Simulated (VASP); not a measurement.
Wanted: the native input for a VASP 6.6.1 run.

```
Task                   : single point
Functional             : PBE
Potentials or basis    : VASP PAW PBE potentials, release 64 (Ba_sv)
Cutoff                 : 520 eV
k mesh                 : 4 × 4 × 4
Occupations            : fermi-dirac, width 0.05 eV
Spin                   : no spin polarisation
Dipole correction      : no
Further INCAR settings : ALGO = Normal; EDIFF = 1e-06; NBANDS = 11
```

The structure of Ba lies in POSCAR:

```
Ba
1.0
   -2.5065000000      2.5065000000      2.5065000000
    2.5065000000     -2.5065000000      2.5065000000
    2.5065000000      2.5065000000     -2.5065000000
Ba
1
Direct
    0.0000000000      0.0000000000      0.0000000000
```

The input as run:

INCAR

```
SYSTEM = Ba
ALGO = Normal ; EDIFF = 1E-6
ENCUT = 520 ; GGA = PE
ISIF = 2 ; ISMEAR = -1
LASPH = .True. ; LCHARG = .False.
LREAL = .False. ; LWAVE = .False.
NBANDS = 11 ; NELM = 80
PREC = Accurate ; SIGMA = 0.05
```

KPOINTS

```
k-points
0
Gamma
  4 4 4
  0 0 0
```

Potentials or basis: VASP PAW PBE potentials, release 64 (Ba_sv).

Command:

```bash
$ cat potpaw_PBE.64/Ba_sv/POTCAR > POTCAR
$ mpirun -np 1 vasp_std > vasp.out
```

Results of the run:

```json
{
  "Pressure": "0.3 GPa",
  "Band gap on the k mesh": "zero (band 5 reaches 2.16 eV, above the bottom of band 6 at 1.10 eV)"
}
```

Caveat: the k points lie up to 0.44 Å⁻¹ apart; spin-orbit coupling is left out, which moves the levels of the heavy elements.

Run time: 3.5 s on 1 thread of Intel(R) Xeon(R) Platinum 8488C (Sapphire Rapids), with other jobs on the host, peak memory 0.17 GiB.
